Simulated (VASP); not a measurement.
A run of VASP 6.6.1:

INCAR

```
SYSTEM = Ta
ALGO = Normal ; DIPOL = 0.5 0.5 0.294
EDIFF = 1E-6 ; ENCUT = 520
GGA = PE ; IDIPOL = 3
ISIF = 2 ; ISMEAR = 0
LASPH = .True. ; LCHARG = .False.
LDIPOL = .True. ; LREAL = .False.
LWAVE = .False. ; NBANDS = 12
NELM = 100 ; PREC = Accurate
SIGMA = 0.1
```

KPOINTS

```
k-points
0
Gamma
  6 6 1
  0 0 0
```

POSCAR

```
Ta
1.0
    2.6160225194      0.0000000000      0.0000000000
    0.0000000000      2.6160225194      0.0000000000
    0.0000000000      0.0000000000     23.8000000000
Ta
1
Direct
    0.0000000000      0.0000000000      0.2941176471
```

Potentials or basis: VASP PAW PBE potentials, release 64 (Ta_pv).

Command:

```sh
$ cat potpaw_PBE.64/Ta_pv/POTCAR > POTCAR
$ mpirun -np 1 vasp_std > vasp.out
```

Hardware: 1 thread of Intel(R) Xeon(R) Platinum 8559C (Emerald Rapids) (shared host).

Q: How long does it take, and how much memory?

A: Wall time 20 s on 1 thread of Intel(R) Xeon(R) Platinum 8559C (Emerald Rapids), on a shared host, peak memory 0.24 GiB. Counts: scf iterations 20, k points 10.
